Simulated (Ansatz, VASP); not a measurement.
# AlRu: VASP beside Ansatz

```
Al Ru
1.0
     3.03097    0.00000    0.00000
     0.00000    3.03097    0.00000
     0.00000    0.00000    3.03097
Al Ru
1 1
Direct
  0.00000 0.00000 0.00000
  0.50000 0.50000 0.50000
```

Change from the starting cell: volume scaled by 1.04.

Alike in both runs: task single point; functional PBE; k mesh 12 × 12 × 12; occupations fermi-dirac, width 0.05 eV; no spin polarisation.

```csv
,VASP,Ansatz
version,VASP 6.6.1,Ansatz 0.2.0
potentials or method,"VASP PAW PBE potentials, release 64 (Al, Ru_pv), cutoff 520 eV","all-electron LAPW, scalar-relativistic"
```

|  | VASP | Ansatz | Ansatz less VASP |
| --- | --- | --- | --- |
| pressure (GPa) | -5.3 | -5.3 | +0.02 |

Ansatz ran all-electron here, and VASP with PAW potentials.
